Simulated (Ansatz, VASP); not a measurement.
# PbSe in VASP and in Ansatz

```xyz
2
Lattice="0.0497 3.1118 3.1118 3.1118 0.0497 3.1118 3.1118 3.1118 0.0497" Properties=species:S:1:pos:R:3 pbc="T T T"
Pb    0.0000    0.0000    0.0000
Se    3.1367    3.1367    3.1367
```

Change from the starting cell: strained cell.

Alike in both runs: task relaxation of the atoms; functional PBE; k mesh 9 × 9 × 9; occupations gaussian, width 0.01 eV; no spin polarisation.

|  | VASP | Ansatz |
| --- | --- | --- |
| version | VASP 6.6.1 | Ansatz 0.2.0 |
| potentials or method | VASP PAW PBE potentials, release 64 (Pb_d, Se), cutoff 450 eV | scalar-relativistic, plane waves, PAW |
| valence electrons in the cell | 20 | 30 |

|  | VASP | Ansatz | Ansatz less VASP |
| --- | --- | --- | --- |
| gap on the k mesh at the Fermi level, each at its own relaxed structure (eV) | 0.60 | 0.60 | +0.002 |

VASP's potentials hold 20 valence electrons a cell and Ansatz's 30, so a difference there can come from the potentials and not from the codes. Ansatz's warnings: stress scf threshold loose.

Spin-orbit coupling is off throughout. Noted on VASP's run: the relaxation stopped at its first step, so nothing moved.
